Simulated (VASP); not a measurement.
**Ru: single point with PBEsol**

Ru:

```
Ru
1.0
     2.70580    0.00000    0.00000
    -1.35290    2.34329    0.00000
     0.00000    0.00000    4.28190
Ru
2
Direct
  0.33333 0.66667 0.25000
  0.66667 0.33333 0.75000
```

```json
{"Program": "VASP 6.6.1", "Task": "single point", "Functional": "PBEsol", "Potentials or basis": "VASP PAW PBE potentials, release 64 (Ru_pv)", "Cutoff": "520 eV", "k mesh": "9 × 9 × 4", "Occupations": "gaussian, width 0.1 eV", "Spin": "no spin polarisation", "Dipole correction": "no", "Further INCAR settings": "ALGO = Fast; EDIFF = 1e-06; NBANDS = 21"}
```

```yaml
Pressure: -6.2 GPa
Band_gap_on_the_k_mesh: zero (band 14 reaches 14.18 eV, above the bottom of band 15 at 11.12 eV)
```

Stress tensor (GPa, compression positive):
```
-5.23  0.00  0.00
 0.00 -5.23  0.00
 0.00  0.00 -8.22
```

Levels at points of the mesh, in eV from the Fermi level:
| k point | band 11 | band 12 | band 13 | band 14 | band 15 | band 16 | band 17 | band 18 |
| --- | --- | --- | --- | --- | --- | --- | --- | --- |
| (0.00, 0.00, 0.00) | -2.61 | -2.09 | -2.09 | -1.57 | -1.57 | 1.01 | 1.01 | 1.06 |
| (0.00, 0.00, 0.50) | -2.94 | -2.94 | -2.92 | -2.92 | 0.38 | 0.38 | 0.38 | 0.38 |

Run time: 16 s on 1 thread of Intel(R) Xeon(R) Platinum 8259CL CPU @ 2.50GHz (Skylake/Cascade Lake) (shared host), peak memory 0.14 GiB.

Caveat: the k points lie up to 0.37 Å⁻¹ apart; the PAW data sets were made with another functional, which shifts forces and pressure a little.
